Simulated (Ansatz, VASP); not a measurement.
**CaSe: VASP beside Ansatz**

```
CELL_PARAMETERS angstrom
0.00000 2.94500 2.94500
2.94500 0.00000 2.94500
2.94500 2.94500 0.00000
ATOMIC_POSITIONS crystal
Ca 0.00000 0.00000 0.00000
Se 0.50000 0.50000 0.50000
```

Alike in both runs: task single point; functional PBE; dispersion D4; k mesh 6 × 6 × 6; occupations gaussian, width 0.1 eV; no spin polarisation.

|  | VASP | Ansatz |
| --- | --- | --- |
| version | VASP 6.6.1 | Ansatz 0.2.0 |
| potentials or method | VASP PAW PBE potentials, release 64 (Ca_sv, Se), cutoff 500 eV | scalar-relativistic, plane waves, PAW |
| valence electrons in the cell | 16 | 26 |

VASP gave:

| Item | Value |
| --- | --- |
| gap on the k mesh at the Fermi level (eV) | 1.99 |
| least direct gap on the mesh (eV) | 2.94 |
| pressure (GPa) | 0.4 |

Q: Estimate Ansatz's values.

A: gap on the k mesh at the Fermi level (eV): 2.00; least direct gap on the mesh (eV): 2.95; pressure (GPa): 0.2.

VASP's potentials hold 16 valence electrons a cell and Ansatz's 26, so a difference there can come from the potentials and not from the codes.
